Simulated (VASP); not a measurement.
Crystal: MgTe4.

```
Mg Te
1.0
     3.27439    1.89047    4.48156
    -3.27439    1.89047    4.48156
     0.00000   -3.78094    4.48156
Mg Te
1 4
Direct
  0.00000 0.00000 0.00000
  0.00000 0.00000 0.50000
  0.50000 0.00000 0.00000
  0.00000 0.50000 0.00000
  0.50000 0.50000 0.50000
```

```yaml
Program: VASP 6.6.1
Task: relaxation of cell and atoms
Functional: PBE
Potentials_or_basis: VASP PAW PBE potentials, release 64 (Mg, Te)
Cutoff: 600 eV
k_mesh: 6 × 6 × 6
Occupations: gaussian, width 0.1 eV
Spin: no spin polarisation
```

At the start: pressure 0.7 GPa; volume 33.29 Å³/atom.

Where does the relaxation end?

Over 5 steps the energy falls by 2.9 meV/atom and the volume is 33.47 Å³/atom (+0.5 %); space group R-3m (No. 166, to 0.05 Å).

The path:
```
step  energy change (eV)  largest force (eV/Å)  pressure (GPa)  volume (Å³)
   1              0.0000                0.0000            0.66       166.45
   2             -0.0112                0.0000           -0.43       169.76
   3             -0.0121                0.0000           -0.20       169.03
   4             -0.0139                0.0000           -0.11       168.26
   5             -0.0146                0.0000            0.02       167.33
```

Final structure:
```
Mg Te
1.0
     3.30573    1.90856    4.42021
    -3.30573    1.90856    4.42021
     0.00000   -3.81713    4.42021
Mg Te
1 4
Direct
  0.00000 0.00000 0.00000
  0.00000 0.00000 0.50000
  0.50000 0.00000 0.00000
  0.00000 0.50000 0.00000
  0.50000 0.50000 0.50000
```
